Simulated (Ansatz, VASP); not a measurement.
## CoSi in VASP and in Ansatz

```
Co Si
1.0
     4.38325    0.00000    0.00000
     0.00000    4.38325    0.00000
     0.00000    0.00000    4.38325
Co Si
4 4
Direct
  0.14562 0.14562 0.14562
  0.35438 0.85438 0.64562
  0.64562 0.35438 0.85438
  0.85438 0.64562 0.35438
  0.84358 0.84358 0.84358
  0.65642 0.15642 0.34358
  0.34358 0.65642 0.15642
  0.15642 0.34358 0.65642
```

Alike in both runs: functional r2SCAN; k mesh 8 × 8 × 8; occupations gaussian, width 0.1 eV; no spin polarisation.

Ansatz relaxed the structure, and its values are those at the end. VASP's run is a single point on that final structure, the one shown.

```csv
,VASP,Ansatz
version,VASP 6.6.1,Ansatz 0.2.0
potentials or method,"VASP PAW PBE potentials, release 64 (Co, Si), cutoff 520 eV","scalar-relativistic, plane waves, PAW"
valence electrons in the cell,52,84
```

```tsv
	VASP	Ansatz	Ansatz less VASP
gap on the k mesh at the Fermi level (eV)	none	none	-
pressure (GPa)	0.1	0.0	-0.14
rms of the force components (eV/Å)	0.004	0.002	-0.0025
```

VASP's potentials were made for PBE, not for r2SCAN. A gap of «none» marks a metal or a gap that the smearing closes. VASP's potentials hold 52 valence electrons a cell and Ansatz's 84, so a difference there can come from the potentials and not from the codes.
